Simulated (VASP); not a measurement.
Crystal: Co.

```
Co
1.0
     2.45269   -1.72598    0.00000
     2.45269    1.72598    0.00000
     0.00000    0.00000    4.91019
Co
2
Direct
  0.74982 0.25018 0.25000
  0.25018 0.74982 0.75000
```

This isn't the form of Co at room conditions, which is hcp.

- Program: VASP 6.6.1
- Task: relaxation of cell and atoms
- Functional: PBE
- Potentials or basis: VASP PAW PBE potentials, release 64 (Co)
- Cutoff: 600 eV
- k mesh: 8 × 8 × 4
- Occupations: gaussian, width 0.1 eV
- Spin: collinear spin, ferromagnetic start
- Starting moments: [2.33, 2.33] μB

At the start: pressure -27.2 GPa; volume 20.79 Å³/atom.

**Question.** How do energy, volume and symmetry change on relaxing?

**Answer.** Over 35 steps the energy falls by 1636.9 meV/atom and the volume is 10.86 Å³/atom (-47.7 %); space group Im-3m (No. 229, to 0.1 Å) before, Fm-3m (No. 225, to 0.1 Å); moment 3.31 μB per cell.

Step by step:
| step | energy change (eV) | largest force (eV/Å) | pressure (GPa) | volume (Å³) |
| --- | --- | --- | --- | --- |
| 1 | 0.0000 | 0.0003 | -27.17 | 41.57 |
| 2 | -3.0057 | 0.0025 | -11.56 | 23.77 |
| 3 | -3.1466 | 0.0031 | 0.23 | 22.18 |
| 4 | -3.1443 | 0.0029 | -2.66 | 22.49 |
| 5 | -3.1461 | 0.0020 | -2.24 | 22.45 |
| 6 | -3.1469 | 0.0011 | -1.83 | 22.41 |
| 7 | -3.1484 | 0.0011 | -0.35 | 22.24 |
| 8 | -3.1486 | 0.0011 | 0.25 | 22.18 |
| 9 | -3.1486 | 0.0011 | 0.33 | 22.17 |
| 10 | -3.1489 | 0.0009 | 0.28 | 22.18 |
| 11 | -3.1496 | 0.0004 | 0.05 | 22.19 |
| 12 | -3.1498 | 0.0005 | -0.38 | 22.23 |
| 13 | -3.1501 | 0.0006 | -0.33 | 22.23 |
| 14 | -3.1508 | 0.0009 | -0.20 | 22.21 |
| 15 | -3.1522 | 0.0016 | 0.04 | 22.17 |
| 16 | -3.1570 | 0.0037 | 0.14 | 22.08 |
| 17 | -3.1786 | 0.0085 | 0.73 | 21.88 |
| 18 | -3.2315 | 0.0168 | 5.31 | 21.35 |
| 19 | -3.0660 | 0.0332 | 25.43 | 19.83 |
| 20 | -3.2434 | 0.0212 | 7.62 | 21.09 |
| 21 | -3.2008 | 0.0344 | 16.39 | 20.39 |
| 22 | -3.2441 | 0.0254 | 9.83 | 20.87 |
| 23 | -3.2406 | 0.0283 | 11.08 | 20.77 |
| 24 | -3.2407 | 0.0284 | 11.08 | 20.77 |
| 25 | -3.2410 | 0.0287 | 11.10 | 20.76 |
| 26 | -3.2413 | 0.0293 | 11.17 | 20.76 |
| 27 | -3.2408 | 0.0303 | 11.27 | 20.75 |
| 28 | -3.2413 | 0.0295 | 11.18 | 20.76 |
| 29 | -3.2417 | 0.0295 | 11.13 | 20.76 |
| 30 | -3.2427 | 0.0293 | 10.91 | 20.78 |
| 31 | -3.2447 | 0.0290 | 10.53 | 20.81 |
| 32 | -3.2486 | 0.0283 | 9.73 | 20.87 |
| 33 | -3.2554 | 0.0271 | 8.20 | 20.99 |
| 34 | -3.2657 | 0.0248 | 5.32 | 21.24 |
| 35 | -3.2739 | 0.0205 | 0.18 | 21.73 |

Final structure:
```cif
data_structure
_symmetry_space_group_name_H-M 'P 1'
_symmetry_Int_Tables_number 1
_cell_length_a 2.4919
_cell_length_b 2.4919
_cell_length_c 3.4993
_cell_angle_alpha 90.000
_cell_angle_beta 90.000
_cell_angle_gamma 89.955
_cell_volume 21.73
loop_
_atom_site_label
_atom_site_type_symbol
_atom_site_fract_x
_atom_site_fract_y
_atom_site_fract_z
_atom_site_occupancy
Co1 Co 0.75078 0.24922 0.25000 1
Co2 Co 0.24922 0.75078 0.75000 1
```

Caveat: the volume moved by over 15 % at a fixed basis, so the end points are rough; the relaxation stopped at a loose force limit of 0.05 eV/Å, so its end isn't a converged minimum.
